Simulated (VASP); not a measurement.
# C (I4/mmm) in VASP: notebook

Runs on C. Level: PBE. Tasks: relaxation of cell and atoms.

All numbers are computed with VASP 6.6.1; they aren't measurements. Logs are shortened: lines on timing, memory, paths and dates and some standing lists are left out, and cuts for length are marked.

## (1) The cell of the first run

The structure is tetragonal, space group I4/mmm (No. 139). The conventional cell has a = 2.462 Å, b = 2.462 Å, c = 3.745 Å, α = 90.00°, β = 90.00°, γ = 90.00°. Within 3.3 Å of C (site symmetry 4/mmm) lie 12 C at 2.46 to 2.56 Å.

## (2) Relaxation of cell and atoms, PBE

Contents of INCAR:

```
SYSTEM = C
PREC = Accurate ; ENCUT = 600
EDIFF = 1E-6 ; ISMEAR = 0
SIGMA = 0.1 ; LREAL = .False.
LASPH = .True. ; NELM = 100
ALGO = Normal ; ISIF = 3
LWAVE = .False. ; LCHARG = .False.
GGA = PE ; IBRION = 2
NSW = 90 ; EDIFFG = -0.04
```

Contents of KPOINTS:

```
regular mesh
0
Gamma
  10 10 10
  0 0 0
```

Contents of POSCAR:

```
C
1.0
   -1.2309364123      1.2309364123      1.8726901807
    1.2309364123     -1.2309364123      1.8726901807
    1.2309364123      1.2309364123     -1.8726901807
C
1
Direct
    0.0000000000      0.0000000000      0.0000000000
```

Potentials or basis: VASP PAW PBE potentials, release 64 (C).

Started as:

```bash
cat potpaw_PBE.64/C/POTCAR > POTCAR
mpirun -np 1 vasp_std > vasp.out
```

OUTCAR:

```text
SYSTEM = C
   PREC = Accurate
   ENCUT = 600
   EDIFF = 1E-6
   ISMEAR = 0
   LREAL = .False.
   LASPH = .True.
   NELM = 100
   ISIF = 3
   GGA = PE
   IBRION = 2
   NSW = 90
   EDIFFG = -0.04

 ion  position               nearest neighbor table
   1  0.000  0.000  0.000-

  LATTYP: Found a body centered tetragonal cell.
 ALAT       =     2.4618728246
 C/A-ratio  =     1.5213541187

  Lattice vectors:

 A1 = (  -1.2309364123,   1.2309364123,   1.8726901807)
 A2 = (   1.2309364123,  -1.2309364123,   1.8726901807)
 A3 = (   1.2309364123,   1.2309364123,  -1.8726901807)

Analysis of symmetry for initial positions (statically):
=====================================================================
 Subroutine PRICEL returns:
 Original cell was already a primitive cell.

 Routine SETGRP: Setting up the symmetry group for a
 body centered tetragonal supercell.

 Subroutine GETGRP returns: Found 16 space group operations
 (whereof 16 operations were pure point group operations)
 out of a pool of 16 trial point group operations.

The static configuration has the point symmetry D_4h.

Analysis of symmetry for dynamics (positions and initial velocities):
=====================================================================
 Subroutine PRICEL returns:
 Original cell was already a primitive cell.

 Routine SETGRP: Setting up the symmetry group for a
 body centered tetragonal supercell.

 Subroutine GETGRP returns: Found 16 space group operations
 (whereof 16 operations were pure point group operations)
 out of a pool of 16 trial point group operations.

The dynamic configuration has the point symmetry D_4h.

 Subroutine INISYM returns: Found 16 space group operations
 (whereof 16 operations are pure point group operations),
 and found     1 'primitive' translations

----------------------------------------------------------------------------------------

                                     Primitive cell

  volume of cell :      11.3500

  direct lattice vectors                    reciprocal lattice vectors
    -1.230936412  1.230936412  1.872690181     0.000000000  0.406194825  0.266995579
     1.230936412 -1.230936412  1.872690181     0.406194825  0.000000000  0.266995579
     1.230936412  1.230936412 -1.872690181     0.406194825  0.406194825  0.000000000

  length of vectors
     2.556829563  2.556829563  2.556829563     0.486087312  0.486087312  0.574446230
[... 62 lines left out ...]
   number of dos      NEDOS =    301   number of ions     NIONS =      1
   total plane-waves  NPLWV =   8000
   dimension x,y,z NGX =    20 NGY =   20 NGZ =   20
   dimension x,y,z NGXF=    40 NGYF=   40 NGZF=   40
   ions per type =               1
   NGX,Y,Z   is equivalent  to a cutoff of  13.00, 13.00, 13.00 a.u.
   NGXF,Y,Z  is equivalent  to a cutoff of  26.01, 26.01, 26.01 a.u.
 SYSTEM =  C
   PREC   = accura    normal or accurate (medium, high low for compatibility)
   ISTART =      0    job   : 0-new  1-cont  2-samecut
   ICHARG =      2    charge: 1-file 2-atom 10-const
   ISPIN  =      1    spin polarized calculation?
   LNONCOLLINEAR =      F non collinear calculations
   LSORBIT =      F    spin-orbit coupling
   LASPH  =      T    aspherical Exc in radial PAW
   ENCUT  =  600.0 eV  44.10 Ry    6.64 a.u.   5.11  5.11  5.11*2*pi/ulx,y,z
   NELM   =    100;   NELMIN=  2; NELMDL= -5     # of ELM steps
   EDIFF  = 0.1E-05   stopping-criterion for ELM
   LREAL  =      F    real-space projection
   EDIFFG = -.4E-01   stopping-criterion for IOM
   NSW    =     90    number of steps for IOM
   IBRION =      2    ionic relax: 0-MD 1-quasi-New 2-CG
   NFREE  =      1    steps in history (QN), initial steepest desc. (CG)
   ISIF   =      3    stress and relaxation
   ISYM   =      2    0-nonsym 1-usesym 2-fastsym
   POTIM  = 0.5000    time-step for ionic-motion
   TEBEG  =    0.0;   TEEND  =   0.0 temperature during run
   PSTRESS=    0.0 pullay stress
   NELECT =       4.0000    total number of electrons
   NUPDOWN=      -1.0000    fix difference up-down
   EMIN   =  10.00;   EMAX   =-10.00  energy-range for DOS
   EFERMI =   0.00;   METHOD = LEGACY
   ISMEAR =     0;   SIGMA  =   0.10  broadening in eV -4-tet -1-fermi 0-gaus
   EFERMI_NEDOS =   21; number of points for ismear=-14 and -15
   IALGO  =     38    algorithm
   IMIX   =      4    mixing-type and parameters
     AMIX     =   0.40;   BMIX     =  1.00
     AMIX_MAG =   1.60;   BMIX_MAG =  1.00
  volume/ion in A,a.u.               =      11.35        76.59
  Fermi-wavevector in a.u.,A,eV,Ry     =   1.156367  2.185217 18.193509  1.337185
  Thomas-Fermi vector in A             =   2.292988
   LORBIT       =      0    0 simple, 1 ext, 2 COOP (PROOUT), +10 PAW based schemes
   GGA     = PE    functional components
   LHFCALC =     F    Hartree Fock is set to
   AEXX    =    0.0000 exact exchange contribution
   IVDW    =     0    specifies the selected vdW correction
   LEPSILON=     F    determine dielectric tensor
   LRPA    =     F    only Hartree local field effects (RPA)
 conjugate gradient relaxation of ions
 non-spin polarized calculation
 Gauss-broadening in eV      SIGMA  =   0.10
  energy-cutoff  :      600.00
  volume of cell :       11.35
 maximum number of plane-waves:       390
   NGX = 11   NGY = 11   NGZ = 11

--------------------------------------- Ionic step        1  -------------------------------------------

 number of electron       4.0000000 magnetization

 Free energy of the ion-electron system (eV)
  ---------------------------------------------------
  ext. energy  EPLUGINS =         0.00000000
  ---------------------------------------------------
  free energy    TOTEN  =        -4.15681416 eV

  energy without entropy =       -4.15407024  energy(sigma->0) =       -4.15544220

 E-fermi :   2.6432     XC(G=0): -10.6428

 val. band max:        2.6402608763   @ k =  -0.3000   0.5000   0.2000
 cond. band min:       2.6610854467   @ k =  -0.3000   0.3000   0.1000
 fundamental gap:      0.0208245704
 Fermi energy:         2.6431665371
[... 534 lines left out ...]
 k-point    24 :       0.4000    0.3000    0.0000
  band No.  band energies     occupation
      1       0.2420      2.00000
      2       7.6196      2.00000
      3      12.7191      0.00000
      4      22.0860      0.00000
      5      32.1920      0.00000
      6      35.0454      0.00000

 [... further k-points ...]

[... ionic steps 4 to 28 ...]

--------------------------------------- Ionic step       29  -------------------------------------------

 number of electron       4.0000000 magnetization

------------------------ aborting loop because EDIFF is reached ----------------------------------------
[... 65 lines left out ...]
--------------------------------------- Ionic step       31  -------------------------------------------

 number of electron       4.0000000 magnetization

 Free energy of the ion-electron system (eV)
  ---------------------------------------------------
  ext. energy  EPLUGINS =         0.00000000
  ---------------------------------------------------
  free energy    TOTEN  =        -6.58923431 eV

  energy without entropy =       -6.58821104  energy(sigma->0) =       -6.58872267

 E-fermi :   6.5497     XC(G=0): -11.7909

 val. band max:        6.4853733891   @ k =   0.2000   0.1000   0.1000
 cond. band min:       6.5744429914   @ k =  -0.4000  -0.4000   0.1000
 fundamental gap:      0.0890696023
 Fermi energy:         6.5496875841
[... 244 lines left out ...]
  FREE ENERGIE OF THE ION-ELECTRON SYSTEM (eV)
  ---------------------------------------------------
  free  energy   TOTEN  =        -6.5892343119 eV

  energy  without entropy=       -6.5882110366  energy(sigma->0) =       -6.58872267

 reached required accuracy - stopping structural energy minimisation
```

Wall time 54 s (1 thread of Intel Xeon Platinum 8488C (Sapphire Rapids), shared host); peak memory 0.13 GiB.

Results:

| Quantity | Value |
| --- | --- |
| Free energy | -6.5892 eV |
| Relaxed volume | 7.48 Å³/atom |
| Relaxed cell | a = 3.094 Å, b = 3.094 Å, c = 3.094 Å, α = 149.78°, β = 149.78°, γ = 43.27° |
| Space group after relaxing (to 0.05 Å) | I4/mmm (No. 139) |
| Energy gained by relaxing | 2432.4 meV/atom |
| Ionic steps | 31 |
| Pressure after relaxing | -0.6 GPa |
| Band gap on the k mesh | zero (band 2 reaches 7.43 eV, above the bottom of band 3 at 5.05 eV) |

The path:
| step | energy change (eV) | largest force (eV/Å) | pressure (GPa) | volume (Å³) |
| --- | --- | --- | --- | --- |
| 1 | 0.0000 | 0.0000 | -29.63 | 11.35 |
| 2 | -0.5038 | 0.0000 | -17.04 | 8.24 |
| 3 | -0.5708 | 0.0000 | -2.33 | 7.26 |
| 4 | -0.5725 | 0.0000 | 1.31 | 7.09 |
| 5 | -0.6522 | 0.0000 | 0.22 | 6.88 |
| 6 | -1.4688 | 0.0000 | -6.59 | 6.13 |
| 7 | 0.0386 | 0.0000 | 399.19 | 4.27 |
| 8 | -1.7387 | 0.0000 | 19.43 | 5.74 |
| 9 | -1.7716 | 0.0000 | 46.77 | 5.49 |
| 10 | -1.5923 | 0.0000 | 154.46 | 4.89 |
| 11 | -1.7766 | 0.0000 | 71.07 | 5.31 |
| 12 | -1.7089 | 0.0000 | 118.75 | 5.04 |
| 13 | -1.7709 | 0.0000 | 86.26 | 5.20 |
| 14 | -1.7509 | 0.0000 | 100.79 | 5.12 |
| 15 | -1.7569 | 0.0000 | 103.44 | 5.12 |
| 16 | -1.7654 | 0.0000 | 111.21 | 5.11 |
| 17 | -1.7659 | 0.0000 | 127.61 | 5.09 |
| 18 | -1.7706 | 0.0000 | 119.42 | 5.10 |
| 19 | -1.7915 | 0.0000 | 116.81 | 5.13 |
| 20 | -1.8519 | 0.0000 | 109.06 | 5.21 |
| 21 | -1.9585 | 0.0000 | 94.95 | 5.37 |
| 22 | -2.1214 | 0.0000 | 71.78 | 5.70 |
| 23 | -2.3280 | 0.0000 | 37.77 | 6.39 |
| 24 | -2.4164 | 0.0000 | -5.26 | 7.86 |
| 25 | -2.4294 | 0.0000 | 4.87 | 7.42 |
| 26 | -2.4295 | 0.0000 | 3.61 | 7.47 |
| 27 | -2.4313 | 0.0000 | 1.94 | 7.48 |
| 28 | -2.4323 | 0.0000 | -1.43 | 7.49 |
| 29 | -2.4324 | 0.0000 | -0.83 | 7.49 |
| 30 | -2.4324 | 0.0000 | -0.74 | 7.49 |
| 31 | -2.4324 | 0.0000 | -0.57 | 7.48 |

Final structure:
```
C
1.0
    -0.80648    0.80648    2.87563
     0.80648   -0.80648    2.87563
     0.80648    0.80648   -2.87563
C
1
Direct
  0.00000 0.00000 0.00000
```

Caveat: the k points lie up to 0.55 Å⁻¹ apart in the final cell; the volume moved by over 15 % at a fixed basis, so the end points are rough.

## (3) Relaxation of cell and atoms, PBE

Contents of INCAR:

```
SYSTEM = C
ALGO = Normal
EDIFF = 1E-7
EDIFFG = -0.04
ENCUT = 910
GGA = PE
GGA_COMPAT = .FALSE.
IBRION = 2
ISIF = 3
ISMEAR = 0
LASPH = .TRUE.
LCHARG = .FALSE.
LREAL = .FALSE.
LWAVE = .FALSE.
NELM = 120
NELMIN = 4
NSW = 90
PREC = Accurate
SIGMA = 0.1
```

Contents of KPOINTS:

```
k-points
0
G
  10 10 10
  0 0 0
```

POSCAR is that of step 2.

Potentials or basis: VASP PAW PBE potentials, release 64 (C_h).

Started as:

```bash
cat potpaw_PBE.64/C_h/POTCAR > POTCAR
mpirun -np 1 vasp_std > vasp.out
```

Run time: 4.6 min. Hardware: 1 thread of AMD EPYC 7R43 (Zen 3), shared host; peak memory 0.12 GiB.

The run converged. Its results:

| Property | Result |
| --- | --- |
| Free energy | -6.5370 eV |
| Relaxed volume | 7.20 Å³/atom |
| Relaxed cell | a = 3.000 Å, b = 3.000 Å, c = 3.000 Å, α = 148.85°, β = 148.85°, γ = 44.63° |
| Space group after relaxing (to 0.05 Å) | I4/mmm (No. 139) |
| Energy gained by relaxing | 2379.0 meV/atom |
| Ionic steps | 30 |
| Pressure after relaxing | 0.3 GPa |
| Band gap on the k mesh | zero (band 2 reaches 8.94 eV, above the bottom of band 3 at 6.25 eV) |

Stress tensor (GPa, compression positive):
```
0.26 0.00 0.00
0.00 0.26 0.00
0.00 0.00 0.49
```

Step by step:
| step | energy change (eV) | largest force (eV/Å) | pressure (GPa) | volume (Å³) |
| --- | --- | --- | --- | --- |
| 1 | 0.0000 | 0.0000 | -29.74 | 11.35 |
| 2 | -0.5043 | 0.0000 | -16.87 | 8.23 |
| 3 | -0.5702 | 0.0000 | -2.24 | 7.25 |
| 4 | -0.5719 | 0.0000 | 1.30 | 7.08 |
| 5 | -0.6519 | 0.0000 | 0.20 | 6.87 |
| 6 | -1.4708 | 0.0000 | -6.67 | 6.13 |
| 7 | 0.0408 | 0.0000 | 398.02 | 4.27 |
| 8 | -1.7410 | 0.0000 | 19.24 | 5.74 |
| 9 | -1.7743 | 0.0000 | 46.55 | 5.49 |
| 10 | -1.5944 | 0.0000 | 153.96 | 4.89 |
| 11 | -1.7793 | 0.0000 | 70.69 | 5.31 |
| 12 | -1.7154 | 0.0000 | 116.77 | 5.04 |
| 13 | -1.7739 | 0.0000 | 85.61 | 5.20 |
| 14 | -1.7550 | 0.0000 | 99.53 | 5.12 |
| 15 | -1.7613 | 0.0000 | 102.19 | 5.12 |
| 16 | -1.7705 | 0.0000 | 110.03 | 5.11 |
| 17 | -1.7698 | 0.0000 | 126.69 | 5.09 |
| 18 | -1.7756 | 0.0000 | 117.75 | 5.10 |
| 19 | -1.7966 | 0.0000 | 115.01 | 5.13 |
| 20 | -1.8573 | 0.0000 | 106.94 | 5.21 |
| 21 | -1.9640 | 0.0000 | 92.16 | 5.38 |
| 22 | -2.1238 | 0.0000 | 67.83 | 5.72 |
| 23 | -2.3129 | 0.0000 | 32.06 | 6.43 |
| 24 | -2.3262 | 0.0000 | -12.65 | 7.94 |
| 25 | -2.3735 | 0.0000 | 6.27 | 7.17 |
| 26 | -2.3733 | 0.0000 | 7.55 | 7.13 |
| 27 | -2.3769 | 0.0000 | 4.97 | 7.14 |
| 28 | -2.3787 | 0.0000 | 1.61 | 7.16 |
| 29 | -2.3789 | 0.0000 | 1.22 | 7.17 |
| 30 | -2.3790 | 0.0000 | 0.33 | 7.20 |

Final structure:
```yaml
crystal:
  lattice:
    - [-0.80548, 0.80548, 2.77546]
    - [0.80548, -0.80548, 2.77546]
    - [0.80548, 0.80548, -2.77546]
  atoms:
    - { symbol: C, position: [0.00000, 0.00000, 0.00000] }
```

Levels at points of the mesh, in eV from the Fermi level:
| k point | band 1 | band 2 | band 3 | band 4 | band 5 | band 6 |
| --- | --- | --- | --- | --- | --- | --- |
| (0.00, 0.00, 0.00) | -20.56 | -4.84 | 6.46 | 15.59 | 15.59 | 34.87 |
| (0.50, 0.00, 0.00) | -10.97 | -7.07 | 1.38 | 12.38 | 19.69 | 22.61 |
| (0.50, 0.50, 0.00) | -3.58 | -3.30 | 7.51 | 8.45 | 13.57 | 22.54 |
| (0.50, 0.50, 0.50) | -19.45 | -9.71 | 15.49 | 15.49 | 17.60 | 27.94 |

Caveat: the k points lie up to 0.55 Å⁻¹ apart in the final cell; the cutoff is under 1.25 times the usual one of these potentials, so pressure, stress and relaxed cells hold a basis-set (Pulay) error; the volume moved by over 15 % at a fixed basis, so the end points are rough.
